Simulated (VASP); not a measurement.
# BaNaF (P-6m2) in VASP: single point with PBE

Aim: the single point of BaNaF with PBE.

Everything below comes from runs of VASP 6.6.1. Logs are shortened: lines on timing, memory, paths and dates and some standing lists are left out, and cuts for length are marked.

**1. The cell of the first run**

The structure is hexagonal, space group P-6m2 (No. 187). Conventional cell: a = 4.434 Å, b = 4.434 Å, c = 6.966 Å, α = 90.00°, β = 90.00°, γ = 120.00°. Na (site symmetry -6m2) has 6 Ba at 4.32 Å and 6 F at 4.32 Å and 6 Na at 4.43 Å within 5.7 Å. Within 3.4 Å of Ba (site symmetry -6m2) lie 3 F at 2.56 Å. F (site symmetry -6m2) has 3 Ba at 2.56 Å within 3.4 Å.

The cell was generated, and may not be a known phase.

**2. Single point, PBE**

Contents of INCAR:

```
PREC = Accurate ; ENCUT = 1130
EDIFF = 1E-6 ; ISMEAR = 0
SIGMA = 0.1 ; LREAL = F
LASPH = T ; NELM = 120
ALGO = Normal ; ISIF = 2
LWAVE = F ; LCHARG = F
GGA = PE ; NBANDS = 20
GGA_COMPAT = F
```

Contents of KPOINTS:

```
regular mesh
0
Gamma
  12 12 8
```

Contents of POSCAR:

```
BaNaF
1.0
    4.4340680747      0.0000000000      0.0000000000
   -2.2170340374      3.8400155948      0.0000000000
    0.0000000000      0.0000000000      6.9664606672
Na Ba F
1 1 1
Direct
    0.0000000000      0.0000000000      0.0000000000
    0.3333333333      0.6666666667      0.5000000000
    0.6666666667      0.3333333333      0.5000000000
```

Potentials or basis: VASP PAW PBE potentials, release 64 (Na_sv, Ba_sv, F).

Launch:

```sh
$ cat potpaw_PBE.64/Na_sv/POTCAR potpaw_PBE.64/Ba_sv/POTCAR potpaw_PBE.64/F/POTCAR > POTCAR
$ mpirun -np 1 vasp_std > vasp.out
```

OUTCAR:

```text
PREC = Accurate
   ENCUT = 1130
   EDIFF = 1E-6
   ISMEAR = 0
   LREAL = F
   LASPH = T
   NELM = 120
   ISIF = 2
   GGA = PE

 ion  position               nearest neighbor table
   1  0.000  0.000  0.000-
   2  0.333  0.667  0.500-   3 2.56   3 2.56   3 2.56
   3  0.667  0.333  0.500-   2 2.56   2 2.56   2 2.56

  LATTYP: Found a hexagonal cell.
 ALAT       =     4.4340680747
 C/A-ratio  =     1.5711217216

  Lattice vectors:

 A1 = (   4.4340680747,   0.0000000000,   0.0000000000)
 A2 = (  -2.2170340374,   3.8400155948,   0.0000000000)
 A3 = (   0.0000000000,   0.0000000000,   6.9664606672)

Analysis of symmetry for initial positions (statically):
=====================================================================
 Subroutine PRICEL returns:
 Original cell was already a primitive cell.

 Routine SETGRP: Setting up the symmetry group for a
 hexagonal supercell.

 Subroutine GETGRP returns: Found 12 space group operations
 (whereof 12 operations were pure point group operations)
 out of a pool of 24 trial point group operations.

The static configuration has the point symmetry D_3h.

Analysis of symmetry for dynamics (positions and initial velocities):
=====================================================================
 Subroutine PRICEL returns:
 Original cell was already a primitive cell.

 Routine SETGRP: Setting up the symmetry group for a
 hexagonal supercell.

 Subroutine GETGRP returns: Found 12 space group operations
 (whereof 12 operations were pure point group operations)
 out of a pool of 24 trial point group operations.

The dynamic configuration has the point symmetry D_3h.

 Subroutine INISYM returns: Found 12 space group operations
 (whereof 12 operations are pure point group operations),
 and found     1 'primitive' translations

----------------------------------------------------------------------------------------

                                     Primitive cell

  volume of cell :     118.6172

  direct lattice vectors                    reciprocal lattice vectors
     4.434068075  0.000000000  0.000000000     0.225526533  0.130207805  0.000000000
    -2.217034037  3.840015595  0.000000000     0.000000000  0.260415609  0.000000000
     0.000000000  0.000000000  6.966460667     0.000000000  0.000000000  0.143544914

  length of vectors
     4.434068075  4.434068075  6.966460667     0.260415609  0.260415609  0.143544914

  position of ions in fractional coordinates (direct lattice)
     0.000000000  0.000000000  0.000000000
     0.333333333  0.666666667  0.500000000
     0.666666667  0.333333333  0.500000000

  ion indices of the primitive-cell ions
   primitive index   ion index
                 1           1
                 2           2
                 3           3

----------------------------------------------------------------------------------------

 KPOINTS: regular mesh

Automatic generation of k-mesh.
 Grid dimensions read from file:
 generate k-points for:   12   12    8

 Generating k-lattice:

  Cartesian coordinates                     Fractional coordinates (reciprocal lattice)
     0.018793878  0.010850650  0.000000000     0.083333333  0.000000000  0.000000000
     0.000000000  0.021701301  0.000000000     0.000000000  0.083333333  0.000000000
     0.000000000  0.000000000  0.017943114     0.000000000  0.000000000  0.125000000

  Length of vectors
     0.021701301  0.021701301  0.017943114

  Shift w.r.t. Gamma in fractional coordinates (k-lattice)
     0.000000000  0.000000000  0.000000000

 Subroutine IBZKPT returns following result:
 ===========================================

 Found     95 irreducible k-points:

 Following reciprocal coordinates:
            Coordinates               Weight
  0.000000  0.000000  0.000000      1.000000
  0.083333  0.000000  0.000000      6.000000
  0.166667 -0.000000  0.000000      6.000000
  0.250000  0.000000  0.000000      6.000000
  0.333333  0.000000  0.000000      6.000000
  0.416667  0.000000  0.000000      6.000000
[... 16 lines left out ...]
  0.250000  0.000000  0.125000     12.000000
  0.333333  0.000000  0.125000     12.000000
 [... further k-points ...]
   k-points           NKPTS =     95   k-points in BZ     NKDIM =     95   number of bands    NBANDS=     20
   number of dos      NEDOS =    301   number of ions     NIONS =      3
   total plane-waves  NPLWV = 200000
   dimension x,y,z NGX =    50 NGY =   50 NGZ =   80
   dimension x,y,z NGXF=   100 NGYF=  100 NGZF=  160
   ions per type =               1   1   1
   NGX,Y,Z   is equivalent  to a cutoff of  18.75, 18.75, 19.09 a.u.
   NGXF,Y,Z  is equivalent  to a cutoff of  37.49, 37.49, 38.18 a.u.
 SYSTEM =  unknown system
   PREC   = accura    normal or accurate (medium, high low for compatibility)
   ISTART =      0    job   : 0-new  1-cont  2-samecut
   ICHARG =      2    charge: 1-file 2-atom 10-const
   ISPIN  =      1    spin polarized calculation?
   LNONCOLLINEAR =      F non collinear calculations
   LSORBIT =      F    spin-orbit coupling
   LASPH  =      T    aspherical Exc in radial PAW
   ENCUT  = 1130.0 eV  83.05 Ry    9.11 a.u.  12.15 12.15 19.09*2*pi/ulx,y,z
   NELM   =    120;   NELMIN=  2; NELMDL= -5     # of ELM steps
   EDIFF  = 0.1E-05   stopping-criterion for ELM
   LREAL  =      F    real-space projection
   EDIFFG = 0.1E-04   stopping-criterion for IOM
   NSW    =      0    number of steps for IOM
   IBRION =     -1    ionic relax: 0-MD 1-quasi-New 2-CG
   NFREE  =      0    steps in history (QN), initial steepest desc. (CG)
   ISIF   =      2    stress and relaxation
   ISYM   =      2    0-nonsym 1-usesym 2-fastsym
   POTIM  = 0.5000    time-step for ionic-motion
   TEBEG  =    0.0;   TEEND  =   0.0 temperature during run
   PSTRESS=    0.0 pullay stress
   NELECT =      26.0000    total number of electrons
   NUPDOWN=      -1.0000    fix difference up-down
   EMIN   =  10.00;   EMAX   =-10.00  energy-range for DOS
   EFERMI =   0.00;   METHOD = LEGACY
   ISMEAR =     0;   SIGMA  =   0.10  broadening in eV -4-tet -1-fermi 0-gaus
   EFERMI_NEDOS =   21; number of points for ismear=-14 and -15
   IALGO  =     38    algorithm
   IMIX   =      4    mixing-type and parameters
     AMIX     =   0.40;   BMIX     =  1.00
     AMIX_MAG =   1.60;   BMIX_MAG =  1.00
  volume/ion in A,a.u.               =      39.54       266.82
  Fermi-wavevector in a.u.,A,eV,Ry     =   0.987075  1.865301 13.256385  0.974317
  Thomas-Fermi vector in A             =   2.118502
   LORBIT       =      0    0 simple, 1 ext, 2 COOP (PROOUT), +10 PAW based schemes
   GGA     = PE    functional components
   LHFCALC =     F    Hartree Fock is set to
   AEXX    =    0.0000 exact exchange contribution
   IVDW    =     0    specifies the selected vdW correction
   LEPSILON=     F    determine dielectric tensor
   LRPA    =     F    only Hartree local field effects (RPA)
 non-spin polarized calculation
 Gauss-broadening in eV      SIGMA  =   0.10
  energy-cutoff  :     1130.00
  volume of cell :      118.62
 maximum number of plane-waves:     10288
 NGX is ok and might be reduce to    50
   NGX = 25   NGY = 25   NGZ = 39

 number of electron      26.0000004 magnetization

 Free energy of the ion-electron system (eV)
  ---------------------------------------------------
  ext. energy  EPLUGINS =         0.00000000
  ---------------------------------------------------
  free energy    TOTEN  =       -10.28649649 eV

  energy without entropy =      -10.27662349  energy(sigma->0) =      -10.28155999

 E-fermi :   1.2559     XC(G=0):  -6.8337

 val. band max:        1.2543244142   @ k =   0.0000   0.0000   0.2500
 cond. band min:       1.2654026984   @ k =   0.4167   0.1667   0.2500
 fundamental gap:      0.0110782842
 Fermi energy:         1.2559385202

 k-point     1 :       0.0000    0.0000    0.0000
  band No.  band energies     occupation
      1     -51.7160      2.00000
      2     -28.0384      2.00000
      3     -23.6552      2.00000
      4     -23.6261      2.00000
      5     -23.6261      2.00000
      6     -23.5487      2.00000
[... 12 lines left out ...]
     19       5.3072      0.00000
     20       5.3072      0.00000

 k-point     2 :       0.0833    0.0000    0.0000
  band No.  band energies     occupation
      1     -51.7160      2.00000
      2     -28.0305      2.00000
      3     -23.6551      2.00000
      4     -23.6264      2.00000
      5     -23.6262      2.00000
      6     -23.5653      2.00000
[... 12 lines left out ...]
     19       5.3168      0.00000
     20       5.3318      0.00000

 k-point     3 :       0.1667   -0.0000    0.0000
  band No.  band energies     occupation
      1     -51.7160      2.00000
      2     -28.0089      2.00000
      3     -23.6551      2.00000
      4     -23.6271      2.00000
      5     -23.6264      2.00000
      6     -23.6106      2.00000
[... 12 lines left out ...]
     19       5.3140      0.00000
     20       5.4049      0.00000

 k-point     4 :       0.2500    0.0000    0.0000
  band No.  band energies     occupation
      1     -51.7160      2.00000
      2     -27.9787      2.00000
      3     -23.6729      2.00000
      4     -23.6550      2.00000
      5     -23.6280      2.00000
      6     -23.6267      2.00000
[... 12 lines left out ...]
     19       5.3029      0.00000
     20       5.5225      0.00000

 k-point     5 :       0.3333    0.0000    0.0000
  band No.  band energies     occupation
      1     -51.7159      2.00000
      2     -27.9479      2.00000
      3     -23.7354      2.00000
      4     -23.6548      2.00000
      5     -23.6290      2.00000
      6     -23.6269      2.00000
[... 12 lines left out ...]
     19       5.6593      0.00000
     20       5.6718      0.00000
[... 353 lines left out ...]
      6     -23.5653      2.00000
[... 12 lines left out ...]
     19       5.3374      0.00000
     20       5.5261      0.00000

 k-point    22 :       0.1667   -0.0000    0.1250
  band No.  band energies     occupation
      1     -51.7160      2.00000
      2     -28.0089      2.00000
      3     -23.6551      2.00000
      4     -23.6271      2.00000
      5     -23.6264      2.00000
      6     -23.6106      2.00000
[... 12 lines left out ...]
     19       5.4125      0.00000
     20       5.5847      0.00000

 k-point    23 :       0.2500    0.0000    0.1250
  band No.  band energies     occupation
      1     -51.7159      2.00000
      2     -27.9787      2.00000
      3     -23.6729      2.00000
      4     -23.6549      2.00000
      5     -23.6280      2.00000
      6     -23.6266      2.00000
[... 12 lines left out ...]
     19       5.5005      0.00000
     20       5.5335      0.00000

 k-point    24 :       0.3333    0.0000    0.1250
  band No.  band energies     occupation
      1     -51.7159      2.00000
      2     -27.9479      2.00000
      3     -23.7354      2.00000
      4     -23.6548      2.00000
      5     -23.6290      2.00000
      6     -23.6269      2.00000
[... 12 lines left out ...]
     19       5.6869      0.00000
     20       5.6942      0.00000

 [... further k-points ...]

------------------------ aborting loop because EDIFF is reached ----------------------------------------

  FORCE on cell =-STRESS in cart. coord.  units (eV):
  Direction    XX          YY          ZZ          XY          YZ          ZX
  --------------------------------------------------------------------------------------
  -------------------------------------------------------------------------------------
  Total        0.3740757      0.3740757     -0.0590509     -0.0000000      0.0000000      0.0000000
  in kB        5.0526892      5.0526892     -0.7976075     -0.0000000      0.0000000      0.0000000
  external PRESSURE =       3.1025903 kB  Pullay stress =       0.0000000 kB

 VOLUME and BASIS-vectors are now :
 -----------------------------------------------------------------------------
  energy-cutoff  :     1130.00
  volume of cell :      118.62
      direct lattice vectors                 reciprocal lattice vectors
     4.434068075  0.000000000  0.000000000     0.225526533  0.130207805  0.000000000
    -2.217034037  3.840015595  0.000000000     0.000000000  0.260415609  0.000000000
     0.000000000  0.000000000  6.966460667     0.000000000  0.000000000  0.143544914

 POSITION                                       TOTAL-FORCE (eV/Angst)
 -----------------------------------------------------------------------------------
      0.00000      0.00000      0.00000        -0.000000     -0.000000      0.000000
     -0.00000      2.56001      3.48323         0.000000     -0.000000      0.000000
      2.21703      1.28001      3.48323        -0.000000      0.000000      0.000000
 -----------------------------------------------------------------------------------
    total drift:                               -0.000000      0.000000      0.000000

  FREE ENERGIE OF THE ION-ELECTRON SYSTEM (eV)
  ---------------------------------------------------
  free  energy   TOTEN  =       -10.2864964923 eV

  energy  without entropy=      -10.2766234931  energy(sigma->0) =      -10.28155999
```

Wall time 7.1 min (1 thread of AMD EPYC 9R45 (Zen 5), shared host); peak memory 0.96 GiB.

Results:

```
Free energy            : -10.2865 eV
Pressure               : 0.3 GPa
Band gap on the k mesh : zero (bands 13 and 14 overlap by 1.11 eV)
```

Stress tensor (GPa, compression positive):
```
 0.51  0.00  0.00
 0.00  0.51  0.00
 0.00  0.00 -0.08
```

Levels at points of the mesh, in eV from the Fermi level:
| k point | band 10 | band 11 | band 12 | band 13 | band 14 | band 15 | band 16 | band 17 |
| --- | --- | --- | --- | --- | --- | --- | --- | --- |
| (0.00, 0.00, 0.00) | -6.79 | -6.79 | -6.19 | -2.33 | 0.86 | 1.28 | 3.24 | 3.24 |
| (0.50, 0.00, 0.00) | -6.66 | -6.37 | -6.21 | -0.25 | 0.48 | 0.82 | 1.72 | 2.56 |
| (0.00, 0.00, 0.50) | -6.79 | -6.79 | -6.19 | -1.47 | -0.92 | 1.59 | 3.15 | 3.15 |
| (0.50, 0.00, 0.50) | -6.66 | -6.37 | -6.21 | -0.05 | 0.51 | 0.97 | 1.81 | 2.39 |

Caveat: spin-orbit coupling is left out, which moves the levels of the heavy elements.
